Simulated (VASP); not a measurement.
## CeCr2B2C: single point with r2SCAN

The system is CeCr2B2C.

```
Ce B Cr C
1.0
     3.76013    0.00000    0.00000
     0.00000    3.76013    0.00000
     0.00000    0.00000    4.92154
Ce B Cr C
1 2 2 1
Cartesian
  0.0000 0.0000 0.0000
  1.8801 1.8801 0.9561
  1.8801 1.8801 3.9654
  0.0000 1.8801 2.4608
  1.8801 0.0000 2.4608
  0.0000 0.0000 2.4608
```

```
Program                : VASP 6.6.1
Task                   : single point
Functional             : r2SCAN
Potentials or basis    : VASP PAW PBE potentials, release 64 (Ce, B, Cr_pv, C)
Cutoff                 : 520 eV
k mesh                 : 5 × 5 × 4
Occupations            : tetrahedron
Spin                   : no spin polarisation
Dipole correction      : no
Further INCAR settings : ALGO = Normal; EDIFF = 1e-06; NBANDS = 32
```

* Pressure: -0.9 GPa
* Largest force: 0.005 eV/Å
* Band gap on the k mesh: zero (bands 23 and 24 overlap by 0.23 eV)

Forces on the atoms (eV/Å):
```
Ce   0.000  0.000  0.000
B    0.000  0.000 -0.005
B    0.000  0.000  0.005
Cr   0.000  0.000  0.000
Cr   0.000  0.000  0.000
C    0.000  0.000  0.000
```

Stress tensor (GPa, compression positive):
```
-1.00  0.00  0.00
 0.00 -1.00  0.00
 0.00  0.00 -0.58
```

Levels at points of the mesh, in eV from the Fermi level:
| k point | band 19 | band 20 | band 21 | band 22 | band 23 | band 24 | band 25 | band 26 | band 27 | band 28 |
| --- | --- | --- | --- | --- | --- | --- | --- | --- | --- | --- |
| (0.00, 0.00, 0.00) | -2.30 | -1.58 | -0.81 | -0.57 | -0.01 | -0.01 | 0.45 | 0.45 | 0.72 | 0.87 |
| (0.00, 0.00, 0.50) | -2.39 | -1.32 | -0.45 | -0.12 | -0.12 | 0.01 | 0.81 | 1.11 | 1.11 | 1.12 |

It took 3.7 min on 1 thread of Intel(R) Xeon(R) Platinum 8124M CPU @ 3.00GHz (Skylake/Cascade Lake) (shared host), peak memory 0.22 GiB.

Caveat: the PAW data sets were made with another functional, which shifts forces and pressure a little; spin-orbit coupling is left out, which moves the levels of the heavy elements; the run has no spin polarisation, though such a crystal can be magnetic; semilocal functionals describe open f shells poorly, which spoils levels, moments and volumes; tetrahedron occupations give inexact forces and stress in metals. Spin polarisation is off, so any magnetic state and its effect on volume and gap are missing.
